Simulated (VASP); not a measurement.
Si2N: relaxation of cell and atoms with PBE

Si2N:

```
Si N
1.0
     6.56748    0.00000    0.00000
     0.00000    6.56748    0.00000
     0.00000    0.00000    2.58866
Si N
4 2
Direct
  0.35388 0.35388 0.00000
  0.14612 0.85388 0.50000
  0.64612 0.64612 0.00000
  0.85388 0.14612 0.50000
  0.00000 0.00000 0.00000
  0.50000 0.50000 0.50000
```

```yaml
Program: VASP 6.6.1
Task: relaxation of cell and atoms
Functional: PBE
Potentials_or_basis: VASP PAW PBE potentials, release 64 (Si, N)
Cutoff: 600 eV
k_mesh: 6 × 6 × 14
Occupations: gaussian, width 0.1 eV
Spin: no spin polarisation
Dipole_correction: no
Further_INCAR_settings: ALGO = Normal; EDIFF = 1e-06; IBRION = 2; EDIFFG = -0.01; NSW = 100; ISIF = 3
```

```yaml
Relaxed_volume: 19.03 Å³/atom
Relaxed_cell: a = 6.679 Å, b = 6.679 Å, c = 2.560 Å, α = 90.00°, β = 90.00°, γ = 90.00°
Space_group_after_relaxing_to_0.05_Å: P4_2/mnm (No. 136)
Energy_gained_by_relaxing: 2.8 meV/atom
Ionic_steps: 13
Pressure_after_relaxing: 0.0 GPa
Band_gap_on_the_k_mesh: zero (band 13 reaches 5.50 eV, above the bottom of band 14 at 3.16 eV)
```

Step by step:
| step | energy change (eV) | largest force (eV/Å) | pressure (GPa) | volume (Å³) |
| --- | --- | --- | --- | --- |
| 1 | 0.0000 | 0.0120 | -0.53 | 111.65 |
| 2 | -0.0101 | 0.0022 | 0.79 | 110.65 |
| 3 | -0.0116 | 0.0022 | 0.43 | 110.91 |
| 4 | -0.0129 | 0.0885 | 0.08 | 111.60 |
| 5 | -0.0130 | 0.1073 | 0.01 | 111.74 |
| 6 | -0.0142 | 0.0879 | 0.02 | 112.14 |
| 7 | -0.0164 | 0.0279 | 0.01 | 113.33 |
| 8 | -0.0152 | 0.0954 | 0.05 | 115.73 |
| 9 | -0.0168 | 0.0137 | 0.04 | 114.11 |
| 10 | -0.0168 | 0.0192 | 0.03 | 114.21 |
| 11 | -0.0168 | 0.0170 | 0.02 | 114.16 |
| 12 | -0.0169 | 0.0152 | -0.03 | 114.21 |
| 13 | -0.0169 | 0.0012 | 0.00 | 114.19 |

Final structure:
```yaml
crystal:
  lattice:
    - [6.67890, 0.00000, 0.00000]
    - [0.00000, 6.67890, 0.00000]
    - [0.00000, 0.00000, 2.55981]
  atoms:
    - { symbol: Si, position: [0.35566, 0.35566, 0.00000] }
    - { symbol: Si, position: [0.14434, 0.85566, 0.50000] }
    - { symbol: Si, position: [0.64434, 0.64434, 0.00000] }
    - { symbol: Si, position: [0.85566, 0.14434, 0.50000] }
    - { symbol: N, position: [0.00000, 0.00000, 0.00000] }
    - { symbol: N, position: [0.50000, 0.50000, 0.50000] }
```

Levels at points of the mesh, in eV from the Fermi level:
| k point | band 10 | band 11 | band 12 | band 13 | band 14 | band 15 | band 16 | band 17 |
| --- | --- | --- | --- | --- | --- | --- | --- | --- |
| (0.00, 0.00, 0.00) | -3.33 | -2.80 | -2.31 | -2.31 | 1.07 | 1.78 | 1.78 | 2.10 |
| (0.50, 0.00, 0.00) | -3.34 | -3.00 | -3.00 | -1.31 | -1.31 | 2.17 | 2.17 | 3.92 |
| (0.50, 0.50, 0.00) | -3.34 | -2.44 | -2.44 | -0.74 | -0.74 | 1.14 | 1.14 | 3.41 |
| (0.00, 0.00, 0.50) | -2.69 | -1.52 | -1.52 | -0.16 | -0.16 | 0.61 | 0.61 | 2.26 |
| (0.50, 0.00, 0.50) | -3.27 | -0.96 | -0.96 | -0.75 | -0.75 | 1.70 | 1.70 | 1.97 |
| (0.50, 0.50, 0.50) | -2.64 | -0.98 | -0.98 | -0.59 | -0.59 | 0.22 | 0.22 | 3.24 |

It took 12 min on 1 thread of Intel(R) Xeon(R) 6975P-C (Granite Rapids), on a shared host, peak memory 0.36 GiB.
